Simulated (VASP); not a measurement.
# Co (P6_3/mmc) in VASP: a series of runs

Runs on Co. Level: r2SCAN. Tasks: single point.

Program: VASP 6.6.1. These are calculated values, not measurements. Logs are shortened: lines on timing, memory, paths and dates and some standing lists are left out, and cuts for length are marked.

## 1. The cell of the first run

It takes space group P6_3/mmc (No. 194, hexagonal). The conventional cell has a = 2.417 Å, b = 2.417 Å, c = 7.878 Å, α = 90.00°, β = 90.00°, γ = 120.00°. Co (site symmetry -3m) has 12 Co at 2.41 to 2.42 Å within 3.2 Å. Co (site symmetry -6m2) has 12 Co at 2.41 to 2.42 Å within 3.2 Å.

## 2. Single point, r2SCAN

File POSCAR:

```
Co
1.0
    2.4174500094      0.0000000000      0.0000000000
   -1.2087250047      2.0935731205      0.0000000000
    0.0000000000      0.0000000000      7.8775997347
Co
4
Direct
    0.0000000000      0.0000000000      1.0000000000
    0.0000000000      0.0000000000      0.5000000000
    0.3333333333      0.6666666667      0.2500000000
    0.6666666667      0.3333333333      0.7500000000
```

File INCAR.step1:

```
SYSTEM = Co
PREC = Accurate
ENCUT = 520
ISMEAR = -1
SIGMA = 0.1
LREAL = .False.
LASPH = .True.
NELM = 80
NBANDS = 26
GGA = PE
ALGO = Normal
EDIFF = 1E-4
LWAVE = .True.
LCHARG = .False.
```

File INCAR.step2:

```
SYSTEM = Co
PREC = Accurate
ENCUT = 520
EDIFF = 1E-7
ISMEAR = -1
SIGMA = 0.1
LREAL = .False.
LASPH = .True.
NELM = 80
ALGO = Normal
ISIF = 2
LWAVE = .False.
LCHARG = .True.
METAGGA = R2SCAN
LMIXTAU = .True.
LELF = .True.
LVHAR = .True.
NBANDS = 26
ISTART = 1
```

File KPOINTS:

```
Automatic mesh
0
Gamma
  14 14 4
  0 0 0
```

Potentials or basis: VASP PAW PBE potentials, release 64 (Co).

Run with:

```console
cat potpaw_PBE.64/Co/POTCAR > POTCAR
cp INCAR.step1 INCAR
mpirun -np 1 vasp_std > vasp.out
cp INCAR.step2 INCAR
mpirun -np 1 vasp_std > vasp.out
```

OUTCAR:

```text
SYSTEM = Co
   PREC = Accurate
   ENCUT = 520
   EDIFF = 1E-7
   ISMEAR = -1
   LREAL = .False.
   LASPH = .True.
   NELM = 80
   ISIF = 2
   METAGGA = R2SCAN
   ISTART = 1

 ion  position               nearest neighbor table
   1  0.000  0.000  0.000-   3 2.41   4 2.41   3 2.41   4 2.41   4 2.41   3 2.41
   2  0.000  0.000  0.500-   3 2.41   4 2.41   3 2.41   4 2.41   4 2.41   3 2.41
   3  0.333  0.667  0.250-   1 2.41   2 2.41   1 2.41   2 2.41   1 2.41   2 2.41
   4  0.667  0.333  0.750-   1 2.41   2 2.41   1 2.41   2 2.41   1 2.41   2 2.41

  LATTYP: Found a hexagonal cell.
 ALAT       =     2.4174500094
 C/A-ratio  =     3.2586401804

  Lattice vectors:

 A1 = (   2.4174500094,   0.0000000000,   0.0000000000)
 A2 = (  -1.2087250047,   2.0935731205,   0.0000000000)
 A3 = (   0.0000000000,   0.0000000000,   7.8775997347)

Analysis of symmetry for initial positions (statically):
=====================================================================
 Subroutine PRICEL returns:
 Original cell was already a primitive cell.

 Routine SETGRP: Setting up the symmetry group for a
 hexagonal supercell.

 Subroutine GETGRP returns: Found 24 space group operations
 (whereof 12 operations were pure point group operations)
 out of a pool of 24 trial point group operations.

The static configuration has the point symmetry D_3d.
 The point group associated with its full space group is D_6h.

Analysis of symmetry for dynamics (positions and initial velocities):
=====================================================================
 Subroutine PRICEL returns:
 Original cell was already a primitive cell.

 Routine SETGRP: Setting up the symmetry group for a
 hexagonal supercell.

 Subroutine GETGRP returns: Found 24 space group operations
 (whereof 12 operations were pure point group operations)
 out of a pool of 24 trial point group operations.

The dynamic configuration has the point symmetry D_3d.
 The point group associated with its full space group is D_6h.

 Subroutine INISYM returns: Found 24 space group operations
 (whereof 12 operations are pure point group operations),
 and found     1 'primitive' translations

----------------------------------------------------------------------------------------

                                     Primitive cell

  volume of cell :      39.8694

  direct lattice vectors                    reciprocal lattice vectors
     2.417450009  0.000000000  0.000000000     0.413659019  0.238826146  0.000000000
    -1.208725005  2.093573120  0.000000000     0.000000000  0.477652292  0.000000000
     0.000000000  0.000000000  7.877599735     0.000000000  0.000000000  0.126942220

  length of vectors
     2.417450009  2.417450009  7.877599735     0.477652292  0.477652292  0.126942220

  position of ions in fractional coordinates (direct lattice)
     0.000000000  0.000000000  0.000000000
     0.000000000  0.000000000  0.500000000
     0.333333333  0.666666667  0.250000000
     0.666666667  0.333333333  0.750000000

  ion indices of the primitive-cell ions
   primitive index   ion index
                 1           1
                 2           2
                 3           3
                 4           4

----------------------------------------------------------------------------------------

 KPOINTS: Automatic mesh

Automatic generation of k-mesh.
 Grid dimensions read from file:
 generate k-points for:   14   14    4

 Generating k-lattice:

  Cartesian coordinates                     Fractional coordinates (reciprocal lattice)
     0.029547073  0.017059010  0.000000000     0.071428571 -0.000000000  0.000000000
     0.000000000  0.034118021  0.000000000     0.000000000  0.071428571  0.000000000
     0.000000000  0.000000000  0.031735555     0.000000000  0.000000000  0.250000000

  Length of vectors
     0.034118021  0.034118021  0.031735555

  Shift w.r.t. Gamma in fractional coordinates (k-lattice)
     0.000000000  0.000000000  0.000000000

 Subroutine IBZKPT returns following result:
 ===========================================

 Found     72 irreducible k-points:

 Following reciprocal coordinates:
            Coordinates               Weight
  0.000000  0.000000  0.000000      1.000000
  0.071429  0.000000  0.000000      6.000000
  0.142857  0.000000  0.000000      6.000000
  0.214286 -0.000000  0.000000      6.000000
  0.285714  0.000000  0.000000      6.000000
  0.357143  0.000000  0.000000      6.000000
[... 16 lines left out ...]
  0.285714  0.285714  0.000000      6.000000
  0.357143  0.285714  0.000000      6.000000
 [... further k-points ...]
   k-points           NKPTS =     72   k-points in BZ     NKDIM =     72   number of bands    NBANDS=     26
   number of dos      NEDOS =    301   number of ions     NIONS =      4
   total plane-waves  NPLWV =  19440
   dimension x,y,z NGX =    18 NGY =   18 NGZ =   60
   dimension x,y,z NGXF=    36 NGYF=   36 NGZF=  120
   ions per type =               4
   NGX,Y,Z   is equivalent  to a cutoff of  12.38, 12.38, 12.66 a.u.
   NGXF,Y,Z  is equivalent  to a cutoff of  24.76, 24.76, 25.32 a.u.
 SYSTEM =  Co
   PREC   = accura    normal or accurate (medium, high low for compatibility)
   ISTART =      1    job   : 0-new  1-cont  2-samecut
   ICHARG =      0    charge: 1-file 2-atom 10-const
   ISPIN  =      1    spin polarized calculation?
   LNONCOLLINEAR =      F non collinear calculations
   LSORBIT =      F    spin-orbit coupling
   LASPH  =      T    aspherical Exc in radial PAW
   ENCUT  =  520.0 eV  38.22 Ry    6.18 a.u.   4.49  4.49 14.65*2*pi/ulx,y,z
   NELM   =     80;   NELMIN=  2; NELMDL=  0     # of ELM steps
   EDIFF  = 0.1E-06   stopping-criterion for ELM
   LREAL  =      F    real-space projection
   EDIFFG = 0.1E-05   stopping-criterion for IOM
   NSW    =      0    number of steps for IOM
   IBRION =     -1    ionic relax: 0-MD 1-quasi-New 2-CG
   NFREE  =      0    steps in history (QN), initial steepest desc. (CG)
   ISIF   =      2    stress and relaxation
   ISYM   =      2    0-nonsym 1-usesym 2-fastsym
   POTIM  = 0.5000    time-step for ionic-motion
   TEBEG  =    0.0;   TEEND  =   0.0 temperature during run
   PSTRESS=    0.0 pullay stress
   NELECT =      36.0000    total number of electrons
   NUPDOWN=      -1.0000    fix difference up-down
   EMIN   =  10.00;   EMAX   =-10.00  energy-range for DOS
   EFERMI =   0.00;   METHOD = LEGACY
   ISMEAR =    -1;   SIGMA  =   0.10  broadening in eV -4-tet -1-fermi 0-gaus
   EFERMI_NEDOS =   21; number of points for ismear=-14 and -15
   IALGO  =     38    algorithm
   IMIX   =      4    mixing-type and parameters
     AMIX     =   0.40;   BMIX     =  1.00
     AMIX_MAG =   1.60;   BMIX_MAG =  1.00
  volume/ion in A,a.u.               =       9.97        67.26
  Fermi-wavevector in a.u.,A,eV,Ry     =   1.582325  2.990162 34.065639  2.503754
  Thomas-Fermi vector in A             =   2.682266
   LORBIT       =      0    0 simple, 1 ext, 2 COOP (PROOUT), +10 PAW based schemes
   METAGGA = R2SCAN    functional components
   LHFCALC =     F    Hartree Fock is set to
   AEXX    =    0.0000 exact exchange contribution
   IVDW    =     0    specifies the selected vdW correction
   LEPSILON=     F    determine dielectric tensor
   LRPA    =     F    only Hartree local field effects (RPA)
 non-spin polarized calculation
  energy-cutoff  :      520.00
  volume of cell :       39.87
 maximum number of plane-waves:      1110
 NGX is ok and might be reduce to    18
   NGX =  9   NGY =  9   NGZ = 29

 number of electron      35.9999992 magnetization

 Free energy of the ion-electron system (eV)
  ---------------------------------------------------
  ext. energy  EPLUGINS =         0.00000000
  ---------------------------------------------------
  free energy    TOTEN  =       -51.03120586 eV

  energy without entropy =      -50.73803706  energy(sigma->0) =      -50.88462146

 E-fermi :  11.2355     XC(G=0): -15.1991

 val. band max:       11.2300327298   @ k =   0.3571   0.1429   0.0000
 cond. band min:      11.2370253480   @ k =   0.2143   0.1429   0.2500
 fundamental gap:      0.0069926182
 Fermi energy:        11.2355431382

 k-point     1 :       0.0000    0.0000    0.0000
  band No.  band energies     occupation
      1       1.4703      2.00000
      2       3.9552      2.00000
      3       3.9597      2.00000
      4       5.9973      2.00000
      5       8.6963      2.00000
      6       8.7003      2.00000
[... 18 lines left out ...]
     25      19.0814      0.00000
     26      27.9258      0.00000

 k-point     2 :       0.0714    0.0000    0.0000
  band No.  band energies     occupation
      1       1.6708      2.00000
      2       4.1270      2.00000
      3       4.1317      2.00000
      4       6.1320      2.00000
      5       8.5622      2.00000
      6       8.6293      2.00000
[... 18 lines left out ...]
     25      19.1011      0.00000
     26      28.0640      0.00000

 k-point     3 :       0.1429    0.0000    0.0000
  band No.  band energies     occupation
      1       2.2567      2.00000
      2       4.6077      2.00000
      3       4.6131      2.00000
      4       6.4929      2.00000
      5       8.2925      2.00000
      6       8.4539      2.00000
[... 18 lines left out ...]
     25      19.1723      0.00000
     26      28.4494      0.00000

 k-point     4 :       0.2143   -0.0000    0.0000
  band No.  band energies     occupation
      1       3.1747      2.00000
      2       5.2689      2.00000
      3       5.2747      2.00000
      4       6.9187      2.00000
      5       8.0491      2.00000
      6       8.0857      2.00000
[... 18 lines left out ...]
     25      19.3189      0.00000
     26      27.2327      0.00000
[... 496 lines left out ...]
      1       6.6802      2.00000
      2       6.7732      2.00000
      3       7.1563      2.00000
      4       7.4370      2.00000
      5       7.4745      2.00000
      6       7.5909      2.00000
[... 18 lines left out ...]
     25      20.3562      0.00000
     26      20.4495      0.00000

 k-point    23 :       0.2857    0.2857    0.0000
  band No.  band energies     occupation
      1       7.0850      2.00000
      2       7.1373      2.00000
      3       7.1410      2.00000
      4       7.2636      2.00000
      5       7.4728      2.00000
      6       7.5555      2.00000
[... 18 lines left out ...]
     25      19.2749      0.00000
     26      20.9496      0.00000

 k-point    24 :       0.3571    0.2857    0.0000
  band No.  band energies     occupation
      1       7.0827      2.00000
      2       7.2514      2.00000
      3       7.4074      2.00000
      4       7.4375      2.00000
      5       7.5528      2.00000
      6       7.6434      2.00000
[... 18 lines left out ...]
     25      18.8854      0.00000
     26      19.6896      0.00000

 [... further k-points ...]

------------------------ aborting loop because EDIFF is reached ----------------------------------------

  FORCE on cell =-STRESS in cart. coord.  units (eV):
  Direction    XX          YY          ZZ          XY          YZ          ZX
  --------------------------------------------------------------------------------------
  -------------------------------------------------------------------------------------
  Total        0.0459656      0.0459656      0.0466002      0.0000000      0.0000000      0.0000000
  in kB        1.8471588      1.8471588      1.8726581      0.0000000      0.0000000      0.0000000
  external PRESSURE =       1.8556585 kB  Pullay stress =       0.0000000 kB

 VOLUME and BASIS-vectors are now :
 -----------------------------------------------------------------------------
  energy-cutoff  :      520.00
  volume of cell :       39.87
      direct lattice vectors                 reciprocal lattice vectors
     2.417450009  0.000000000  0.000000000     0.413659019  0.238826146  0.000000000
    -1.208725005  2.093573120  0.000000000     0.000000000  0.477652292  0.000000000
     0.000000000  0.000000000  7.877599735     0.000000000  0.000000000  0.126942220

 POSITION                                       TOTAL-FORCE (eV/Angst)
 -----------------------------------------------------------------------------------
      0.00000      0.00000      0.00000         0.000000      0.000000      0.000000
      0.00000      0.00000      3.93880         0.000000      0.000000      0.000000
     -0.00000      1.39572      1.96940        -0.000000      0.000000      0.000000
      1.20873      0.69786      5.90820         0.000000     -0.000000     -0.000000
 -----------------------------------------------------------------------------------
    total drift:                                0.000000     -0.000000      0.000000

  FREE ENERGIE OF THE ION-ELECTRON SYSTEM (eV)
  ---------------------------------------------------
  free  energy   TOTEN  =       -51.0312058624 eV

  energy  without entropy=      -50.7380370565  energy(sigma->0) =      -50.88462146
```

Wall time 7.7 min (1 thread of Intel Xeon 8259CL, shared host); peak memory 0.19 GiB.

Results:

| Property | Result |
| --- | --- |
| Free energy | -51.0312 eV |
| Pressure | 0.2 GPa |
| Band gap on the k mesh | zero (bands 18 and 19 overlap by 1.26 eV) |

Levels at points of the mesh, in eV from the Fermi level:
```tsv
k point	band 15	band 16	band 17	band 18	band 19	band 20	band 21	band 22
(0.00, 0.00, 0.00)	-1.71	-0.96	-0.96	-0.54	-0.54	-0.23	-0.22	-0.22
(0.50, 0.00, 0.00)	0.35	0.39	0.43	0.48	0.53	0.56	0.59	1.68
(0.00, 0.00, 0.50)	-1.74	-1.74	-0.74	-0.74	-0.74	-0.74	0.07	0.07
(0.50, 0.00, 0.50)	-0.08	-0.08	0.37	0.37	0.52	0.52	2.03	2.03
```

Caveat: the PAW data sets were made with another functional, which shifts forces and pressure a little; the run has no spin polarisation, though such a crystal can be magnetic.

## 3. Single point, r2SCAN (8.77 Å³/atom)

This run uses another cell than the first one, of 8.77 Å³/atom.

File POSCAR:

```
Co
1.0
    2.3166035957      0.0000000000      0.0000000000
   -1.1583017979      2.0062375644      0.0000000000
    0.0000000000      0.0000000000      7.5489775590
Co
4
Direct
    0.0000000000      0.0000000000      1.0000000000
    0.0000000000      0.0000000000      0.5000000000
    0.3333333333      0.6666666667      0.2500000000
    0.6666666667      0.3333333333      0.7500000000
```

File INCAR.step1:

```
SYSTEM = Co
PREC     = Accurate       ! precision mode
ENCUT    = 520            ! plane-wave cutoff, eV
ISMEAR   = -1             ! smearing method
SIGMA    = 0.1            ! smearing width, eV
LREAL    = .FALSE.        ! projectors in reciprocal space
LASPH    = .TRUE.         ! aspherical terms in the spheres
NELM     = 100            ! most SCF steps
NBANDS   = 26             ! bands
GGA      = PE             ! functional
ALGO     = Normal         ! electronic algorithm
EDIFF    = 1E-4           ! SCF threshold, eV
LWAVE    = .TRUE.         ! write WAVECAR
LCHARG   = .FALSE.        ! write CHGCAR
```

File INCAR.step2:

```
SYSTEM = Co
PREC     = Accurate       ! precision mode
ENCUT    = 520            ! plane-wave cutoff, eV
EDIFF    = 1E-6           ! SCF threshold, eV
ISMEAR   = -1             ! smearing method
SIGMA    = 0.1            ! smearing width, eV
LREAL    = .FALSE.        ! projectors in reciprocal space
LASPH    = .TRUE.         ! aspherical terms in the spheres
NELM     = 100            ! most SCF steps
ALGO     = Normal         ! electronic algorithm
ISIF     = 2              ! what is computed and relaxed
LWAVE    = .FALSE.        ! write WAVECAR
LCHARG   = .FALSE.        ! write CHGCAR
METAGGA  = R2SCAN         ! meta-GGA
LMIXTAU  = .TRUE.       
NBANDS   = 26             ! bands
ISTART   = 1
```

File KPOINTS:

```
Automatic mesh
0
G
  17 17 5
  0 0 0
```

Potentials or basis: VASP PAW PBE potentials, release 64 (Co).

Run with:

```console
cat potpaw_PBE.64/Co/POTCAR > POTCAR
cp INCAR.step1 INCAR
mpirun -np 1 vasp_std > vasp.out
cp INCAR.step2 INCAR
mpirun -np 1 vasp_std > vasp.out
```

It took 7.5 min on 1 thread of Intel Xeon 8259CL, shared host; peak memory 0.2 GiB.

The run converged. Its results:

```yaml
Free_energy: -50.3861 eV
Pressure: 48.8 GPa
Band_gap_on_the_k_mesh: zero (bands 18 and 19 overlap by 1.37 eV)
```

Stress tensor (GPa, compression positive):
```
48.68  0.00  0.00
 0.00 48.68  0.00
 0.00  0.00 48.99
```

Levels at points of the mesh, in eV from the Fermi level:
```tsv
k point	band 14	band 15	band 16	band 17	band 18	band 19	band 20	band 21	band 22	band 23
(0.00, 0.00, 0.00)	-2.08	-2.08	-1.16	-1.16	-0.66	-0.66	-0.38	-0.26	-0.26	0.34
```

Caveat: the cell stands under pressure; the PAW data sets were made with another functional, which shifts forces and pressure a little; the run has no spin polarisation, though such a crystal can be magnetic. Spin polarisation is off, so any magnetic state and its effect on volume and gap are missing.

[end of part 1 of 2]
